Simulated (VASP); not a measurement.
Wanted: the native input for a VASP 6.6.1 run.

* Task: single point
* Functional: r2SCAN
* Potentials or basis: VASP PAW PBE potentials, release 64 (Ni, O)
* Cutoff: 520 eV
* k mesh: 10 × 10 × 8
* Occupations: gaussian, width 0.02 eV
* Spin: collinear spin, ferromagnetic start
* Starting moments: [1.82, 1.82, 0.3, 0.3] μB
* Dipole correction: no
* Further INCAR settings: ALGO = Normal; EDIFF = 1e-06; NBANDS = 28

Crystal: NiO.

```xyz
4
Lattice="2.2200 2.2200 0.0000 -2.2200 2.2200 0.0000 0.0000 0.0000 4.0378" Properties=species:S:1:pos:R:3 pbc="T T T"
Ni    0.0000    0.0000    0.0000
Ni    0.0000    2.2200    2.0189
O     0.0000    2.2200    0.0000
O     0.0000    0.0000    2.0189
```

One way to write it, as run:

POSCAR

```
NiO
1.0
    2.2199564068      2.2199564068      0.0000000000
   -2.2199564068      2.2199564068      0.0000000000
    0.0000000000      0.0000000000      4.0378075022
Ni O
2 2
Direct
    0.0000000000      0.0000000000      0.0000000000
    0.5000000000      0.5000000000      0.5000000000
    0.5000000000      0.5000000000      0.0000000000
    0.0000000000      0.0000000000      0.5000000000
```

INCAR.step1

```
SYSTEM = NiO
ALGO = Normal
EDIFF = 1E-4
ENCUT = 520
GGA = PE
ISMEAR = 0
ISPIN = 2
LASPH = .TRUE.
LCHARG = .FALSE.
LMAXMIX = 4
LREAL = .FALSE.
LUSENCCL = .FALSE.
LWAVE = .TRUE.
MAGMOM = 1.82 1.82 0.3 0.3
NBANDS = 28
NELM = 150
PREC = Accurate
SIGMA = 0.02
```

INCAR.step2

```
SYSTEM = NiO
ALGO = Normal
EDIFF = 1E-6
ENCUT = 520
ISIF = 2
ISMEAR = 0
ISPIN = 2
ISTART = 1
LASPH = .TRUE.
LCHARG = .TRUE.
LELF = .TRUE.
LMAXMIX = 4
LMIXTAU = .TRUE.
LORBIT = 11
LREAL = .FALSE.
LUSENCCL = .FALSE.
LVHAR = .TRUE.
LWAVE = .FALSE.
MAGMOM = 1.82 1.82 0.3 0.3
METAGGA = R2SCAN
NBANDS = 28
NELM = 150
PREC = Accurate
SIGMA = 0.02
```

KPOINTS

```
k-points
0
G
  10 10 8
  0 0 0
```

Potentials or basis: VASP PAW PBE potentials, release 64 (Ni, O).

Launch:

```sh
$ cat potpaw_PBE.64/Ni/POTCAR potpaw_PBE.64/O/POTCAR > POTCAR
$ cp INCAR.step1 INCAR
$ mpirun -np 1 vasp_std > vasp.out
$ cp INCAR.step2 INCAR
$ mpirun -np 1 vasp_std > vasp.out
```

It gave:

```json
{
  "Pressure": "-11.2 GPa",
  "Band gap on the k mesh": "0.47 eV",
  "Net moment": "4.00 μB per cell",
  "Site moments": "Ni +1.70; O +0.27 μB",
  "Valence electrons inside the program's atomic spheres": "Ni 8.81; O 5.01"
}
```

Caveat: the PAW data sets were made with another functional, which shifts forces and pressure a little.

Wall time 14 min on 1 × NVIDIA H100 80GB with 1 thread of AMD EPYC 7R13 Processor (Zen 3), with other jobs on the host, peak memory 1.4 GiB.
